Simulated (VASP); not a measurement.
Here is a VASP 6.6.1 calculation.

File INCAR:

```
PREC = Accurate
ENCUT = 520
EDIFF = 1E-6
ISMEAR = 0
SIGMA = 0.1
LREAL = F
LASPH = T
NELM = 80
ALGO = Normal
ISIF = 2
LWAVE = F
LCHARG = F
GGA = PE
NBANDS = 12
```

File KPOINTS:

```
Automatic mesh
0
Gamma
  8 8 4
```

POSCAR

```
H2Os
1.0
    2.3993187800      0.0000000000      0.0000000000
    0.0000000000      2.3993187800      0.0000000000
    0.0000000000      0.0000000000      4.9503969100
H Os
2 1
Direct
    0.5000000000      0.5000000000      0.2949999900
    0.5000000000      0.5000000000      0.7050000100
    0.0000000000      0.0000000000      0.0000000000
```

Potentials or basis: VASP PAW PBE potentials, release 64 (H, Os).

Run with:

```bash
$ cat potpaw_PBE.64/H/POTCAR potpaw_PBE.64/Os/POTCAR > POTCAR
$ mpirun -np 1 vasp_std > vasp.out
```

What does it give for the largest force?

1.056 eV/Å.

What does it give for the band gap on the k mesh?

Zero (bands 5 and 6 overlap by 1.87 eV).

Forces on the atoms (eV/Å):
```
H    0.000  0.000 -1.056
H    0.000  0.000  1.056
Os   0.000  0.000  0.000
```

Caveat: spin-orbit coupling is left out, which moves the levels of the heavy elements; forces of over 1 eV/Å act on the atoms, so gaps and moduli don't describe the material at rest.
